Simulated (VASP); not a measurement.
# Ni2H: single point with PBEsol

Crystal: Ni2H.

```xyz
3
Lattice="2.6430 0.0000 0.0000 -1.3215 2.2889 0.0000 0.0000 0.0000 4.3080" Properties=species:S:1:pos:R:3 pbc="T T T"
Ni    0.0000    1.5259    1.1244
Ni    1.3215    0.7630    3.4292
H     0.0000    0.0000    0.1206
```

```yaml
Program: VASP 6.6.1
Task: single point
Functional: PBEsol
Potentials_or_basis: VASP PAW PBE potentials, release 64 (Ni, H)
Cutoff: 520 eV
k_mesh: 12 × 12 × 6
Occupations: fermi-dirac, width 0.05 eV
Spin: collinear spin, ferromagnetic start
Starting_moments: "[0.9, 0.9, 0.0] μB"
Fixed_moment: 1.8 μB
```

The pressure is -12.9 GPa, the largest force is 1.183 eV/Å and the net moment is 1.80 μB per cell. The site moments are Ni +0.88; H +0.01 μB and the valence electrons inside the program's atomic spheres are Ni 9.22, 9.23; H 0.54.

Forces on the atoms (eV/Å):
```
Ni   0.000  0.000  1.180
Ni   0.000  0.000 -1.183
H    0.000  0.000  0.003
```

Wall time 3.4 min on 1 thread of Oxide Virtual Turin-like Processor (shared host), peak memory 0.17 GiB.

Caveat: the cell stands under tension; the PAW data sets were made with another functional, which shifts forces and pressure a little; the total moment is fixed, so each spin has its own Fermi level and the state may be an excited one.
